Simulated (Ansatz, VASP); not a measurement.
**BaS in VASP and in Ansatz**

Contents of POSCAR:

```
BaS
1.0
    0.0000000000      3.2143926808      3.2143926808
    3.2143926808      0.0000000000      3.2143926808
    3.2143926808      3.2143926808      0.0000000000
Ba S
1 1
Direct
    0.0000000000      0.0000000000      0.0000000000
    0.5000000000      0.5000000000      0.5000000000
```

INCAR.step1

```
  PREC = Accurate
  ENCUT = 520
  ISMEAR = 0
  SIGMA = 0.02
  LREAL = F
  LASPH = T
  NELM = 100
  NBANDS = 15
  GGA = PE
  ALGO = Normal
  EDIFF = 1E-4
  LWAVE = T
  LCHARG = F
```

File INCAR.step2:

```
  PREC = Accurate
  ENCUT = 520
  EDIFF = 1E-6
  ISMEAR = 0
  SIGMA = 0.02
  LREAL = F
  LASPH = T
  NELM = 100
  ALGO = Normal
  ISIF = 2
  LWAVE = F
  LCHARG = T
  METAGGA = R2SCAN
  LMIXTAU = T
  LELF = T
  LVHAR = T
  NBANDS = 15
  ISTART = 1
```

Contents of KPOINTS:

```
regular mesh
0
Gamma
  8 8 8
```

Input for Ansatz:

```yaml
crystal:
  lattice:
    - [0.0, 3.2143926808, 3.2143926808]
    - [3.2143926808, 0.0, 3.2143926808]
    - [3.2143926808, 3.2143926808, 0.0]
  atoms:
    - { symbol: Ba, position: [0.0, 0.0, 0.0] }
    - { symbol: S, position: [0.5, 0.5, 0.5] }
basis:
  ecutwfc: 500
kpoints:
  mp_grid: { grid: [8, 8, 8] }
hamiltonian:
  xc: r2scan
scf:
  occupations: { method: gaussian, width: 0.02 }
output:
  forces: false
  stress: false
  eigenvalues: true
  eigenstates:
    kpoints:
      - [0.0, 0.0, 0.0]
      - [0.0, 0.01023173, 0.01023173]
      - [0.0, -0.01023173, -0.01023173]
      - [0.01023173, 0.0, 0.01023173]
      - [-0.01023173, 0.0, -0.01023173]
      - [0.01023173, 0.01023173, 0.0]
      - [-0.01023173, -0.01023173, 0.0]
      - [0.007234925, 0.007234925, 0.014469851]
      - [-0.007234925, -0.007234925, -0.014469851]
      - [0.007234925, 0.014469851, 0.007234925]
      - [-0.007234925, -0.014469851, -0.007234925]
      - [0.014469851, 0.007234925, 0.007234925]
      - [-0.014469851, -0.007234925, -0.007234925]
      - [0.011814584, 0.011814584, 0.011814584]
      - [-0.011814584, -0.011814584, -0.011814584]
      - [0.0, 0.5, 0.5]
      - [0.0, 0.51023173, 0.51023173]
      - [0.0, 0.48976827, 0.48976827]
      - [0.01023173, 0.5, 0.51023173]
      - [-0.01023173, 0.5, 0.48976827]
      - [0.01023173, 0.51023173, 0.5]
      - [-0.01023173, 0.48976827, 0.5]
      - [0.007234925, 0.507234925, 0.514469851]
      - [-0.007234925, 0.492765075, 0.485530149]
      - [0.007234925, 0.514469851, 0.507234925]
      - [-0.007234925, 0.485530149, 0.492765075]
      - [0.014469851, 0.507234925, 0.507234925]
      - [-0.014469851, 0.492765075, 0.492765075]
      - [0.011814584, 0.511814584, 0.511814584]
      - [-0.011814584, 0.488185416, 0.488185416]
    e_range: [-4.080896, 4.080896]
checkpoint:
  read: start.run
  write: ck
  compress: false
  write_wavefunctions: false
  write_every: 100000
```

Alike in both runs: task single point; functional r2SCAN; k mesh 8 × 8 × 8; occupations gaussian, width 0.02 eV; no spin polarisation.

|  | VASP | Ansatz |
| --- | --- | --- |
| version | VASP 6.6.1 | Ansatz 0.2.0 |
| potentials or method | VASP PAW PBE potentials, release 64 (Ba_sv, S), cutoff 520 eV | scalar-relativistic, plane waves, PAW |
| valence electrons in the cell | 16 | 16 |

VASP gave:

| Property | Result |
| --- | --- |
| gap on the k mesh at the Fermi level (eV) | 2.50 |
| least direct gap on the mesh (eV) | 2.64 |

Q: Which values does Ansatz return?

A: gap on the k mesh at the Fermi level (eV): 2.58; least direct gap on the mesh (eV): 2.70.

VASP's potentials were made for PBE, not for r2SCAN.

Spin-orbit coupling is off throughout.
